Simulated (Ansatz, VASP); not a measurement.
# RuSe: VASP beside Ansatz

```
Ru Se
1.0
     0.00000    2.90633    2.90633
     2.90633    0.00000    2.90633
     2.90633    2.90633    0.00000
Ru Se
1 1
Direct
  0.00000 0.00000 0.00000
  0.25000 0.25000 0.25000
```

Alike in both runs: task single point; functional PBE; k mesh 6 × 6 × 6; occupations gaussian, width 0.05 eV; collinear spin.

|  | VASP | Ansatz |
| --- | --- | --- |
| version | VASP 6.6.1 | Ansatz 0.2.0 |
| potentials or method | VASP PAW PBE potentials, release 64 (Ru_pv, Se), cutoff 520 eV | all-electron LAPW, scalar-relativistic |

|  | VASP | Ansatz | Ansatz less VASP |
| --- | --- | --- | --- |
| gap on the k mesh at the Fermi level (eV) | none | none | - |
| pressure (GPa) | -12.7 | -12.7 | -0.02 |
| net moment per atom (μB) | 0.00 | 0.00 | 0.000 |

A gap of «none» marks a metal or a gap that the smearing closes. Ansatz ran all-electron here, and VASP with PAW potentials.

Noted on Ansatz's run: the k mesh is thin for a metal, which can move the energy by tens of meV per atom.
